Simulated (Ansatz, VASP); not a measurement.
# One calculation of AlP, two programs

File INCAR:

```
  ALGO = Normal
  EDIFF = 1E-6
  ENCUT = 500
  GGA = PE
  GGA_COMPAT = False
  ISIF = 2
  ISMEAR = 0
  LASPH = True
  LCHARG = False
  LREAL = False
  LWAVE = False
  NBANDS = 11
  NELM = 120
  PREC = Accurate
  SIGMA = 0.02
```

The input KPOINTS:

```
k-points
0
Gamma
  8 8 8
```

POSCAR

```
AlP
1.0
    0.0000000000      2.7257948927      2.7257948927
    2.7257948927      0.0000000000      2.7257948927
    2.7257948927      2.7257948927      0.0000000000
Al P
1 1
Direct
    0.0000000000      0.0000000000      0.0000000000
    0.2500000000      0.2500000000      0.2500000000
```

Input for Ansatz:

```yaml
crystal:
  lattice:
    - [0.0, 2.7257948927, 2.7257948927]
    - [2.7257948927, 0.0, 2.7257948927]
    - [2.7257948927, 2.7257948927, 0.0]
  atoms:
    - { symbol: Al, position: [0.0, 0.0, 0.0] }
    - { symbol: P, position: [0.25, 0.25, 0.25] }
basis:
  ecutwfc: 420
kpoints:
  mp_grid: { grid: [8, 8, 8] }
  band_path:
    path:
      - [[0.0, 0.0, 0.0], [-0.5, -0.5, 0.0], [-0.375, -0.375, 0.25]]
      - [[-0.375, 0.0, 0.375], [0.0, 0.0, 0.0], [0.0, 0.0, 0.5], [-0.5, -0.25, 0.25], [-0.5, -0.5, 0.0]]
    npoints: 10
hamiltonian:
  xc: pbe
  pseudopotentials: { kind: paw, azcp: { folder: soft_1 } }
scf:
  occupations: { method: gaussian, width: 0.02 }
  n_extra_bands: 7
output:
  forces: true
  stress: true
  eigenvalues: true
```

Alike in both runs: task single point; functional PBE; k mesh 8 × 8 × 8; occupations gaussian, width 0.02 eV; no spin polarisation.

|  | VASP | Ansatz |
| --- | --- | --- |
| version | VASP 6.6.1 | Ansatz 0.2.0 |
| potentials or method | VASP PAW PBE potentials, release 64 (Al, P), cutoff 500 eV | scalar-relativistic, plane waves, PAW |
| valence electrons in the cell | 8 | 8 |

|  | VASP | Ansatz | Ansatz less VASP |
| --- | --- | --- | --- |
| gap on the k mesh at the Fermi level (eV) | 1.57 | 1.57 | +0.002 |
| least direct gap on the mesh (eV) | 3.35 | 3.35 | +0.003 |
| pressure (GPa) | 2.6 | 2.7 | +0.08 |
